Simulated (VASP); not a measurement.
## DyAgH2: single point with PBE

Crystal: DyAgH2.

```
CELL_PARAMETERS angstrom
3.72669 0.00000 0.00000
0.00000 0.00000 -5.69907
-1.86335 5.77729 0.00000
ATOMIC_POSITIONS crystal
Dy 0.29564 0.25000 0.59127
Dy 0.70436 0.75000 0.40873
Ag 0.56274 0.25000 0.12548
Ag 0.43726 0.75000 0.87452
H 0.18687 0.54867 0.37375
H 0.81313 0.04867 0.62625
H 0.81313 0.45133 0.62625
H 0.18687 0.95133 0.37375
```

```
Program                : VASP 6.6.1
Task                   : single point
Functional             : PBE
Potentials or basis    : VASP PAW PBE potentials, release 64 (Dy_3, Ag, H), 4f in core
Cutoff                 : 500 eV
k mesh                 : 6 × 4 × 6
Occupations            : gaussian, width 0.2 eV
Spin                   : no spin polarisation
Dipole correction      : no
Further INCAR settings : ALGO = Normal; EDIFF = 1e-06; NBANDS = 32
```

| Quantity | Value |
| --- | --- |
| Pressure | 0.3 GPa |
| Largest force | 0.026 eV/Å |
| Band gap on the k mesh | zero (bands 22 and 23 overlap by 0.50 eV) |

Forces on the atoms (eV/Å):
```
Dy   0.000  0.026  0.000
Dy   0.000 -0.026  0.000
Ag   0.000 -0.016  0.000
Ag   0.000  0.016  0.000
H    0.000 -0.020  0.003
H    0.000  0.020  0.003
H    0.000  0.020 -0.003
H    0.000 -0.020 -0.003
```

Stress tensor (GPa, compression positive):
```
0.34 0.00 0.00
0.00 0.20 0.00
0.00 0.00 0.36
```

Levels at points of the mesh, in eV from the Fermi level:
| k point | band 20 | band 21 | band 22 | band 23 | band 24 | band 25 |
| --- | --- | --- | --- | --- | --- | --- |
| (0.00, 0.00, 0.00) | -2.55 | -2.04 | -1.65 | 1.17 | 1.68 | 2.00 |
| (0.50, 0.00, 0.00) | -3.20 | -1.46 | -1.17 | 0.48 | 1.40 | 2.34 |
| (0.00, 0.50, 0.00) | -3.30 | -0.96 | -0.96 | 0.74 | 0.74 | 2.31 |
| (0.50, 0.50, 0.00) | -2.98 | -1.00 | -1.00 | 0.82 | 0.82 | 1.44 |
| (0.00, 0.00, 0.50) | -2.92 | -2.69 | 0.16 | 0.55 | 1.71 | 1.94 |
| (0.00, 0.50, 0.50) | -3.32 | -1.38 | -1.38 | 0.74 | 0.74 | 2.55 |

Wall time 2.6 min on 1 thread of AMD EPYC 7R13 Processor (Zen 3), with other jobs on the host, peak memory 0.28 GiB.

Caveat: spin-orbit coupling is left out, which moves the levels of the heavy elements; the 4f electrons are frozen in the core, so they carry no moment and show no levels. Spin polarisation is off, so any magnetic state and its effect on volume and gap are missing.
